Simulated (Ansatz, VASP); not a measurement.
**Ag in VASP and in Ansatz**

File POSCAR:

```
Ag
1.0
    0.0000000000      2.0521781806      2.0521781806
    2.0521781806      0.0000000000      2.0521781806
    2.0521781806      2.0521781806      0.0000000000
Ag
1
Direct
    0.0000000000      0.0000000000      0.0000000000
```

The input INCAR.step1:

```
PREC     = Accurate       # precision mode
ENCUT    = 520            # plane-wave cutoff, eV
ISMEAR   = -1             # smearing method
SIGMA    = 0.05           # smearing width, eV
LREAL    = F              # projectors in reciprocal space
LASPH    = T              # aspherical terms in the spheres
NELM     = 60             # most SCF steps
NBANDS   = 12             # bands
GGA      = PE             # functional
ALGO     = Normal         # electronic algorithm
EDIFF    = 1E-4           # SCF threshold, eV
LWAVE    = T              # write WAVECAR
LCHARG   = F              # write CHGCAR
```

The input INCAR.step2:

```
PREC     = Accurate       # precision mode
ENCUT    = 520            # plane-wave cutoff, eV
EDIFF    = 1E-8           # SCF threshold, eV
ISMEAR   = -1             # smearing method
SIGMA    = 0.05           # smearing width, eV
LREAL    = F              # projectors in reciprocal space
LASPH    = T              # aspherical terms in the spheres
NELM     = 60             # most SCF steps
ALGO     = Normal         # electronic algorithm
ISIF     = 2              # what is computed and relaxed
LWAVE    = F              # write WAVECAR
LCHARG   = F              # write CHGCAR
METAGGA  = R2SCAN         # meta-GGA
LMIXTAU  = T            
LEFG     = T            
NBANDS   = 12             # bands
ISTART   = 1
```

Contents of KPOINTS:

```
Automatic mesh
0
Gamma
  14 14 14
```

Input for Ansatz:

```yaml
crystal:
  lattice:
    - [0.0, 2.0521781806, 2.0521781806]
    - [2.0521781806, 0.0, 2.0521781806]
    - [2.0521781806, 2.0521781806, 0.0]
  atoms:
    - { symbol: Ag, position: [0.0, 0.0, 0.0] }
kpoints:
  mp_grid: { grid: [14, 14, 14] }
  band_path:
    path:
      - [0.0, 0.0, 0.0]
      - [0.5, 0.0, 0.5]
      - [0.625, 0.25, 0.625]
      - [0.375, 0.375, 0.75]
      - [0.0, 0.0, 0.0]
      - [0.5, 0.5, 0.5]
      - [0.5, 0.25, 0.75]
      - [0.5, 0.0, 0.5]
    npoints: 8
scf:
  occupations: { method: fermi_dirac, width: 0.05 }
hamiltonian:
  xc: r2scan
  pseudopotentials: { kind: paw }
output:
  forces: true
  stress: true
  eigenvalues: true
  efg: { contact_densities: true }
  populations: true
  bader: true
  dos: { projected: true, de: 0.2, e_range: [-14, 8] }
```

Alike in both runs: task electric field gradients; functional r2SCAN; k mesh 14 × 14 × 14; occupations fermi-dirac, width 0.05 eV; no spin polarisation.

|  | VASP | Ansatz |
| --- | --- | --- |
| version | VASP 6.6.1 | Ansatz 0.2.0 |
| potentials or method | VASP PAW PBE potentials, release 64 (Ag) | PAW with Ansatz's default frozen-core files, scalar-relativistic |
| plane-wave cutoff (eV) | 520 | 500 |
| valence electrons in the cell | 11 | 19 |

Ansatz gave:

```
pressure (GPa) : 0.0
```

Question: What did VASP give for the same quantities?

Answer: Pressure (GPa): 0.1.

VASP's potentials were made for PBE, not for r2SCAN. With one functional, cell and mesh, what is left measures potentials, basis and numerics. VASP's potentials hold 11 valence electrons a cell and Ansatz's 19, so a difference there can come from the potentials and not from the codes.
